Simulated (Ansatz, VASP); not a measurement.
Br: VASP beside Ansatz

The input INCAR:

```
SYSTEM = Br
ALGO = Normal ; EDIFF = 1E-7
EDIFFG = -0.01 ; ENCUT = 500
GGA = PE ; GGA_COMPAT = .FALSE.
IBRION = 2 ; ISIF = 3
ISMEAR = -1 ; LASPH = .TRUE.
LCHARG = .FALSE. ; LREAL = .FALSE.
LWAVE = .FALSE. ; NELM = 120
NELMIN = 4 ; NSW = 60
PREC = Accurate ; SIGMA = 0.05
```

File KPOINTS:

```
k-points
0
G
  13 13 13
  0 0 0
```

POSCAR

```
Br
1.0
   -1.4234917050      1.4234917050      3.5775173700
    1.4234917050     -1.4234917050      3.5775173700
    1.4234917050      1.4234917050     -3.5775173700
Br
1
Direct
    0.0000000000      0.0000000000      0.0000000000
```

The input input.yaml:

```yaml
crystal:
  lattice:
    - [-1.423491705, 1.423491705, 3.57751737]
    - [1.423491705, -1.423491705, 3.57751737]
    - [1.423491705, 1.423491705, -3.57751737]
  atoms:
    - { symbol: Br, position: [0.0, 0.0, 0.0] }
hamiltonian:
  xc: pbe
  pseudopotentials: { kind: paw }
kpoints:
  mp_grid: { grid: [13, 13, 13] }
scf:
  occupations: { method: fermi_dirac, width: 0.05 }
output:
  forces: true
  stress: true
  eigenvalues: true
relax:
  f_tol: 0.01
  max_steps: 40
  cell: { stress_tol: 0.05 }
```

Alike in both runs: task relaxation of cell and atoms; functional PBE; k mesh 13 × 13 × 13; occupations fermi-dirac, width 0.05 eV; no spin polarisation.

|  | VASP | Ansatz |
| --- | --- | --- |
| version | VASP 6.6.1 | Ansatz 0.2.0 |
| potentials or method | VASP PAW PBE potentials, release 64 (Br) | Ansatz PAW |
| plane-wave cutoff (eV) | 500 | 420 |
| valence electrons in the cell | 7 | 7 |

VASP gave:

```
gap on the k mesh at the Fermi level, each at its own relaxed structure (eV) : none
relaxed volume (Å³/atom)                                                     : 35.89
relaxed length of the cell vector where the two differ most in proportion (Å)              : 4.806
```

Which values does Ansatz return?

gap on the k mesh at the Fermi level, each at its own relaxed structure (eV): none; relaxed volume (Å³/atom): 37.03; relaxed length of the cell vector where the two differ most in proportion (Å): 4.932.

A gap of «none» marks a metal or a gap that the smearing closes.

Noted on VASP's run: the volume moved by over 15 % at a fixed basis, so the end points are rough. Noted on Ansatz's run: the volume moved by over 15 % at a fixed basis, so the end points are rough; the plane-wave basis is chosen anew once the cell has moved, so the energies of steps on either side of that aren't comparable.
